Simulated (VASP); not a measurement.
Write the native input for VASP 6.6.1 that does the following.

```yaml
Task: relaxation of cell and atoms
Functional: r2SCAN
Potentials_or_basis: VASP PAW PBE potentials, release 64 (Tl_d, Br)
Cutoff: 550 eV
k_mesh: 6 × 6 × 6
Occupations: gaussian, width 0.01 eV
Spin: no spin polarisation
Target_pressure: 4 GPa
Dipole_correction: no
Further_INCAR_settings: ALGO = Normal; EDIFF = 1e-07; IBRION = 2; EDIFFG = -0.002; NSW = 100; ISIF = 3
```

The system is TlBr.

```xyz
2
Lattice="3.9964 0.0000 0.0000 0.0000 3.9964 0.0000 0.0000 0.0000 3.9964" Properties=species:S:1:pos:R:3 pbc="T T T"
Tl    0.0000    0.0000    0.0000
Br    1.9982    1.9982    1.9982
```

The input as run:

POSCAR

```
TlBr
1.0
    3.9964367115      0.0000000000      0.0000000000
    0.0000000000      3.9964367115      0.0000000000
    0.0000000000      0.0000000000      3.9964367115
Tl Br
1 1
Direct
    0.0000000000      0.0000000000      0.0000000000
    0.5000000000      0.5000000000      0.5000000000
```

INCAR.step1

```
SYSTEM = TlBr
PREC     = Accurate       ! precision mode
ENCUT    = 550            ! plane-wave cutoff, eV
ISMEAR   = 0              ! smearing method
SIGMA    = 0.01           ! smearing width, eV
LREAL    = .False.        ! projectors in reciprocal space
LASPH    = .True.         ! aspherical terms in the spheres
NELM     = 120            ! most SCF steps
GGA      = PE             ! functional
ALGO     = Normal         ! electronic algorithm
EDIFF    = 1E-5           ! SCF threshold, eV
LWAVE    = .True.         ! write WAVECAR
LCHARG   = .False.        ! write CHGCAR
GGA_COMPAT= .False.      
IBRION   = 2              ! ionic algorithm
ISIF     = 3              ! what is computed and relaxed
EDIFFG   = -0.005         ! ionic threshold
NELMIN   = 4            
NSW      = 100            ! ionic steps
```

INCAR.step2

```
SYSTEM = TlBr
PREC     = Accurate       ! precision mode
ENCUT    = 550            ! plane-wave cutoff, eV
EDIFF    = 1E-7           ! SCF threshold, eV
ISMEAR   = 0              ! smearing method
SIGMA    = 0.01           ! smearing width, eV
LREAL    = .False.        ! projectors in reciprocal space
LASPH    = .True.         ! aspherical terms in the spheres
NELM     = 120            ! most SCF steps
ALGO     = Normal         ! electronic algorithm
ISIF     = 3              ! what is computed and relaxed
LWAVE    = .False.        ! write WAVECAR
LCHARG   = .False.        ! write CHGCAR
METAGGA  = R2SCAN         ! meta-GGA
LMIXTAU  = .True.       
IBRION   = 2              ! ionic algorithm
NSW      = 100            ! ionic steps
EDIFFG   = -0.002         ! ionic threshold
PSTRESS  = 40.0         
ISTART   = 1            
GGA_COMPAT= .False.      
NELMIN   = 4
```

KPOINTS

```
regular mesh
0
Gamma
  6 6 6
  0 0 0
```

Potentials or basis: VASP PAW PBE potentials, release 64 (Tl_d, Br).

The run is started by

```bash
$ cat potpaw_PBE.64/Tl_d/POTCAR potpaw_PBE.64/Br/POTCAR > POTCAR
$ cp INCAR.step1 INCAR
$ mpirun -np 1 vasp_std > vasp.out
$ cp INCAR.step2 INCAR
$ mpirun -np 1 vasp_std > vasp.out
```

Results of the run:

```
Relaxed volume                                             : 28.31 Å³/atom
Relaxed cell                                               : a = 3.840 Å, b = 3.840 Å, c = 3.840 Å, α = 90.00°, β = 90.00°, γ = 90.00°
Space group after relaxing (to 0.1 Å)                      : Pm-3m (No. 221)
Energy change on relaxing (the run minimises the enthalpy) : +39.6 meV/atom
Ionic steps                                                : 3
Pressure after relaxing                                    : 4.0 GPa
Band gap on the k mesh                                     : 2.00 eV
```

Caveat: the cell is relaxed towards a set pressure, so the run minimises the enthalpy, not the energy; the PAW data sets were made with another functional, which shifts forces and pressure a little; spin-orbit coupling is left out, which moves the levels of the heavy elements.

Wall time 88 s on 1 thread of Intel(R) Xeon(R) 6975P-C (Granite Rapids), with other jobs on the host, peak memory 0.21 GiB.
